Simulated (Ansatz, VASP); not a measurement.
## One calculation of Al, two programs

```
Al
1.0
     0.00000    1.99161    1.99161
     1.99161    0.00000    1.99161
     1.99161    1.99161    0.00000
Al
1
Direct
  0.00000 0.00000 0.00000
```

Alike in both runs: task single point; functional LDA; k mesh 14 × 14 × 14; no spin polarisation.

|  | VASP | Ansatz |
| --- | --- | --- |
| version | VASP 6.6.1 | Ansatz 0.2.0 |
| potentials or method | VASP PAW LDA potentials, release 64 (Al), cutoff 520 eV | plane waves (420 eV) with PAW, scalar-relativistic |
| occupations | methfessel-paxton of order 1, width 0.03 eV | cold, width 0.03 eV |
| valence electrons in the cell | 3 | 3 |

|  | VASP | Ansatz | Ansatz less VASP |
| --- | --- | --- | --- |
| pressure (GPa) | -0.1 | -0.2 | -0.06 |

Ansatz warns that its potentials were made for another functional, while VASP's fit it. LDA's correlation is that of Perdew and Zunger in VASP and of Perdew and Wang (1992) in Ansatz.
